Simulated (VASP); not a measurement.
# KF (Carobbiite) (Fm-3m) in VASP: settings compared

Aim: see how the results for KF (Carobbiite) move with the level of theory and the settings. Levels: PBEsol+D3(BJ), PBEsol, PBEsol+D4. Tasks: single point.

All numbers are computed with VASP 6.6.1; they aren't measurements. Logs are shortened: lines on timing, memory, paths and dates and some standing lists are left out, and cuts for length are marked.

**1. The cell of the first run**

Symmetry: Fm-3m, No. 225, cubic system. Conventional cell: a = 5.230 Å, b = 5.230 Å, c = 5.230 Å, α = 90.00°, β = 90.00°, γ = 90.00°. K (site symmetry m-3m) has 6 F at 2.61 Å within 3.4 Å. F (site symmetry m-3m) has 6 K at 2.61 Å within 3.4 Å.

**2. Single point, PBEsol+D3(BJ)**

Contents of INCAR:

```
SYSTEM = KF
PREC = Accurate ; ENCUT = 520
EDIFF = 1E-7 ; ISMEAR = -1
SIGMA = 0.05 ; LREAL = .FALSE.
LASPH = .TRUE. ; NELM = 100
ALGO = Normal ; ISIF = 2
LWAVE = .FALSE. ; LCHARG = .FALSE.
GGA = PS ; IVDW = 12
NBANDS = 15
```

Contents of KPOINTS:

```
regular mesh
0
G
  9 9 9
  0 0 0
```

Contents of POSCAR:

```
KF
1.0
    0.0000000000      2.6149022372      2.6149022372
    2.6149022372      0.0000000000      2.6149022372
    2.6149022372      2.6149022372      0.0000000000
K F
1 1
Direct
    0.0000000000      0.0000000000      0.0000000000
    0.5000000000      0.5000000000      0.5000000000
```

Potentials or basis: VASP PAW PBE potentials, release 64 (K_sv, F).

Started as:

```bash
$ cat potpaw_PBE.64/K_sv/POTCAR potpaw_PBE.64/F/POTCAR > POTCAR
$ mpirun -np 1 vasp_std > vasp.out
```

OUTCAR:

```text
SYSTEM = KF
   PREC = Accurate
   ENCUT = 520
   EDIFF = 1E-7
   ISMEAR = -1
   LREAL = .FALSE.
   LASPH = .TRUE.
   NELM = 100
   ISIF = 2
   GGA = PS
   IVDW = 12
 IVDW          = 12

 ion  position               nearest neighbor table
   1  0.000  0.000  0.000-   2 2.61   2 2.61   2 2.61   2 2.61   2 2.61   2 2.61
   2  0.500  0.500  0.500-   1 2.61   1 2.61   1 2.61   1 2.61   1 2.61   1 2.61

  LATTYP: Found a face centered cubic cell.
 ALAT       =     5.2298044744

  Lattice vectors:

 A1 = (   0.0000000000,   2.6149022372,   2.6149022372)
 A2 = (   2.6149022372,   0.0000000000,   2.6149022372)
 A3 = (   2.6149022372,   2.6149022372,   0.0000000000)

Analysis of symmetry for initial positions (statically):
=====================================================================
 Subroutine PRICEL returns:
 Original cell was already a primitive cell.

 Routine SETGRP: Setting up the symmetry group for a
 face centered cubic supercell.

 Subroutine GETGRP returns: Found 48 space group operations
[... 9 lines left out ...]

 Routine SETGRP: Setting up the symmetry group for a
 face centered cubic supercell.

 Subroutine GETGRP returns: Found 48 space group operations
[... 11 lines left out ...]
                                     Primitive cell

  volume of cell :      35.7599

  direct lattice vectors                    reciprocal lattice vectors
     0.000000000  2.614902237  2.614902237    -0.191211737  0.191211737  0.191211737
     2.614902237  0.000000000  2.614902237     0.191211737 -0.191211737  0.191211737
     2.614902237  2.614902237  0.000000000     0.191211737  0.191211737 -0.191211737

  length of vectors
     3.698030208  3.698030208  3.698030208     0.331188444  0.331188444  0.331188444

  position of ions in fractional coordinates (direct lattice)
     0.000000000  0.000000000  0.000000000
     0.500000000  0.500000000  0.500000000

  ion indices of the primitive-cell ions
   primitive index   ion index
                 1           1
                 2           2

----------------------------------------------------------------------------------------

 KPOINTS: regular mesh

Automatic generation of k-mesh.
 Grid dimensions read from file:
 generate k-points for:    9    9    9

 Generating k-lattice:

  Cartesian coordinates                     Fractional coordinates (reciprocal lattice)
    -0.021245749  0.021245749  0.021245749     0.111111111  0.000000000  0.000000000
     0.021245749 -0.021245749  0.021245749     0.000000000  0.111111111  0.000000000
     0.021245749  0.021245749 -0.021245749     0.000000000  0.000000000  0.111111111

  Length of vectors
     0.036798716  0.036798716  0.036798716

  Shift w.r.t. Gamma in fractional coordinates (k-lattice)
     0.000000000  0.000000000  0.000000000

 Subroutine IBZKPT returns following result:
 ===========================================

 Found     35 irreducible k-points:

 Following reciprocal coordinates:
            Coordinates               Weight
  0.000000  0.000000  0.000000      1.000000
  0.111111  0.000000  0.000000      8.000000
  0.222222  0.000000  0.000000      8.000000
  0.333333  0.000000  0.000000      8.000000
  0.444444  0.000000  0.000000      8.000000
  0.111111  0.111111  0.000000      6.000000
[... 16 lines left out ...]
 -0.333333  0.333333  0.000000     12.000000
  0.444444  0.444444  0.000000      6.000000
 [... further k-points ...]
   k-points           NKPTS =     35   k-points in BZ     NKDIM =     35   number of bands    NBANDS=     15
   number of dos      NEDOS =    301   number of ions     NIONS =      2
   total plane-waves  NPLWV =  21952
   dimension x,y,z NGX =    28 NGY =   28 NGZ =   28
   dimension x,y,z NGXF=    56 NGYF=   56 NGZF=   56
   ions per type =               1   1
   NGX,Y,Z   is equivalent  to a cutoff of  12.59, 12.59, 12.59 a.u.
   NGXF,Y,Z  is equivalent  to a cutoff of  25.17, 25.17, 25.17 a.u.
 SYSTEM =  KF
   PREC   = accura    normal or accurate (medium, high low for compatibility)
   ISTART =      0    job   : 0-new  1-cont  2-samecut
   ICHARG =      2    charge: 1-file 2-atom 10-const
   ISPIN  =      1    spin polarized calculation?
   LNONCOLLINEAR =      F non collinear calculations
   LSORBIT =      F    spin-orbit coupling
   LASPH  =      T    aspherical Exc in radial PAW
   ENCUT  =  520.0 eV  38.22 Ry    6.18 a.u.   6.88  6.88  6.88*2*pi/ulx,y,z
   NELM   =    100;   NELMIN=  2; NELMDL= -5     # of ELM steps
   EDIFF  = 0.1E-06   stopping-criterion for ELM
   LREAL  =      F    real-space projection
   EDIFFG = 0.1E-05   stopping-criterion for IOM
   NSW    =      0    number of steps for IOM
   IBRION =     -1    ionic relax: 0-MD 1-quasi-New 2-CG
   NFREE  =      0    steps in history (QN), initial steepest desc. (CG)
   ISIF   =      2    stress and relaxation
   ISYM   =      2    0-nonsym 1-usesym 2-fastsym
   POTIM  = 0.5000    time-step for ionic-motion
   TEBEG  =    0.0;   TEEND  =   0.0 temperature during run
   PSTRESS=    0.0 pullay stress
   NELECT =      16.0000    total number of electrons
   NUPDOWN=      -1.0000    fix difference up-down
   EMIN   =  10.00;   EMAX   =-10.00  energy-range for DOS
   EFERMI =   0.00;   METHOD = LEGACY
   ISMEAR =    -1;   SIGMA  =   0.05  broadening in eV -4-tet -1-fermi 0-gaus
   EFERMI_NEDOS =   21; number of points for ismear=-14 and -15
   IALGO  =     38    algorithm
   IMIX   =      4    mixing-type and parameters
     AMIX     =   0.40;   BMIX     =  1.00
     AMIX_MAG =   1.60;   BMIX_MAG =  1.00
  volume/ion in A,a.u.               =      17.88       120.66
  Fermi-wavevector in a.u.,A,eV,Ry     =   1.252130  2.366182 21.331611  1.567829
  Thomas-Fermi vector in A             =   2.386045
   LORBIT       =      0    0 simple, 1 ext, 2 COOP (PROOUT), +10 PAW based schemes
   GGA     = PS    functional components
   LHFCALC =     F    Hartree Fock is set to
   AEXX    =    0.0000 exact exchange contribution
   IVDW    =    12    specifies the selected vdW correction
   LEPSILON=     F    determine dielectric tensor
   LRPA    =     F    only Hartree local field effects (RPA)
 non-spin polarized calculation
  energy-cutoff  :      520.00
  volume of cell :       35.76
 maximum number of plane-waves:       981
   NGX = 13   NGY = 13   NGZ = 13

 number of electron      16.0000012 magnetization

 Free energy of the ion-electron system (eV)
  ---------------------------------------------------
  ext. energy  EPLUGINS =         0.00000000
  ---------------------------------------------------
  free energy    TOTEN  =        -8.50947828 eV

  energy without entropy =       -8.50947828  energy(sigma->0) =       -8.50947828

 E-fermi :  -1.6136     XC(G=0):  -8.9257

 val. band max:       -2.7309013764   @ k =   0.0000   0.0000   0.0000
 cond. band min:       3.6314870598   @ k =   0.0000   0.0000   0.0000
 fundamental gap:      6.3623884362
 Fermi energy:        -1.6135731096

 k-point     1 :       0.0000    0.0000    0.0000
  band No.  band energies     occupation
      1     -28.5240      2.00000
      2     -21.2936      2.00000
      3     -11.7809      2.00000
      4     -11.7809      2.00000
      5     -11.7809      2.00000
      6      -2.7309      2.00000
      7      -2.7309      2.00000
      8      -2.7309      2.00000
      9       3.6315      0.00000
     10       8.0700      0.00000
     11       8.0700      0.00000
     12       8.0700      0.00000
     13       9.8379      0.00000
     14       9.8379      0.00000
     15      14.3889      0.00000

 k-point     2 :       0.1111    0.0000    0.0000
  band No.  band energies     occupation
      1     -28.5086      2.00000
      2     -21.3089      2.00000
      3     -11.8190      2.00000
      4     -11.7858      2.00000
      5     -11.7858      2.00000
      6      -2.8588      2.00000
      7      -2.7816      2.00000
      8      -2.7815      2.00000
      9       4.0004      0.00000
     10       7.8508      0.00000
     11       8.2515      0.00000
     12       8.2515      0.00000
     13       9.9704      0.00000
     14       9.9704      0.00000
     15      15.0549      0.00000

 k-point     3 :       0.2222    0.0000    0.0000
  band No.  band energies     occupation
      1     -28.4694      2.00000
      2     -21.3476      2.00000
      3     -11.9147      2.00000
      4     -11.7979      2.00000
      5     -11.7979      2.00000
      6      -3.1471      2.00000
      7      -2.9071      2.00000
      8      -2.9071      2.00000
      9       4.9443      0.00000
     10       7.5133      0.00000
     11       8.7266      0.00000
     12       8.7266      0.00000
     13      10.3688      0.00000
     14      10.3688      0.00000
     15      16.3239      0.00000

 k-point     4 :       0.3333    0.0000    0.0000
  band No.  band energies     occupation
      1     -28.4242      2.00000
      2     -21.3925      2.00000
      3     -12.0221      2.00000
      4     -11.8115      2.00000
      5     -11.8115      2.00000
      6      -3.4314      2.00000
      7      -3.0454      2.00000
      8      -3.0454      2.00000
      9       5.9958      0.00000
     10       7.5241      0.00000
     11       9.2635      0.00000
     12       9.2635      0.00000
     13      11.0585      0.00000
     14      11.0585      0.00000
     15      15.7273      0.00000
[... 307 lines left out ...]
 k-point    22 :      -0.4444    0.3333    0.0000
  band No.  band energies     occupation
      1     -28.3645      2.00000
      2     -21.3622      2.00000
      3     -12.3574      2.00000
      4     -12.0530      2.00000
      5     -11.9746      2.00000
      6      -3.0617      2.00000
      7      -2.9291      2.00000
      8      -2.9175      2.00000
      9       6.1392      0.00000
     10       8.0205      0.00000
     11       8.8523      0.00000
     12      10.9711      0.00000
     13      11.6136      0.00000
     14      12.8764      0.00000
     15      13.0872      0.00000

 k-point    23 :      -0.3333    0.3333    0.0000
  band No.  band energies     occupation
      1     -28.3663      2.00000
      2     -21.3808      2.00000
      3     -12.2827      2.00000
      4     -12.0604      2.00000
      5     -11.9155      2.00000
      6      -3.2560      2.00000
      7      -3.0325      2.00000
      8      -2.8891      2.00000
      9       6.6705      0.00000
     10       7.7792      0.00000
     11       8.9900      0.00000
     12      10.8373      0.00000
     13      11.2189      0.00000
     14      12.4271      0.00000
     15      14.4667      0.00000

 k-point    24 :       0.4444    0.4444    0.0000
  band No.  band energies     occupation
      1     -28.3671      2.00000
      2     -21.3339      2.00000
      3     -12.4489      2.00000
      4     -12.0395      2.00000
      5     -12.0395      2.00000
      6      -2.9480      2.00000
      7      -2.7717      2.00000
      8      -2.7717      2.00000
      9       5.4529      0.00000
     10       7.6609      0.00000
     11       9.5210      0.00000
     12      11.1644      0.00000
     13      11.7502      0.00000
     14      11.7502      0.00000
     15      14.0895      0.00000

 [... further k-points ...]

------------------------ aborting loop because EDIFF is reached ----------------------------------------

 Edisp (eV)   -0.34598

 E8    (eV) :    -0.2445

  FORCE on cell =-STRESS in cart. coord.  units (eV):
  Direction    XX          YY          ZZ          XY          YZ          ZX
  --------------------------------------------------------------------------------------
  -------------------------------------------------------------------------------------
  Total       0.02156     0.02156     0.02156     0.00000     0.00000     0.00000
  in kB       0.96583     0.96583     0.96583     0.00000     0.00000     0.00000
  external pressure =        0.97 kB  Pullay stress =        0.00 kB

 VOLUME and BASIS-vectors are now :
 -----------------------------------------------------------------------------
  energy-cutoff  :      520.00
  volume of cell :       35.76
      direct lattice vectors                 reciprocal lattice vectors
     0.000000000  2.614902237  2.614902237    -0.191211737  0.191211737  0.191211737
     2.614902237  0.000000000  2.614902237     0.191211737 -0.191211737  0.191211737
     2.614902237  2.614902237  0.000000000     0.191211737  0.191211737 -0.191211737

 POSITION                                       TOTAL-FORCE (eV/Angst)
 -----------------------------------------------------------------------------------
      0.00000      0.00000      0.00000        -0.000000     -0.000000     -0.000000
      2.61490      2.61490      2.61490         0.000000      0.000000      0.000000
 -----------------------------------------------------------------------------------
    total drift:                                0.000000      0.000000      0.000000

  FREE ENERGIE OF THE ION-ELECTRON SYSTEM (eV)
  ---------------------------------------------------
  free  energy   TOTEN  =        -8.8554608535 eV

  energy  without entropy=       -8.8554608534  energy(sigma->0) =       -8.85546085
```

Run time: 11 s. Hardware: 1 thread of Intel Xeon Platinum 8488C (Sapphire Rapids), shared host; peak memory 0.17 GiB.

What came out:

```yaml
Free_energy: -8.8555 eV
Pressure: 0.1 GPa
Band_gap_on_the_k_mesh: 6.36 eV, direct
Dispersion_energy_per_atom: -0.173 eV
```

Caveat: the PAW data sets were made with another functional, which shifts forces and pressure a little.

(Part 1 of 2 ends here.)
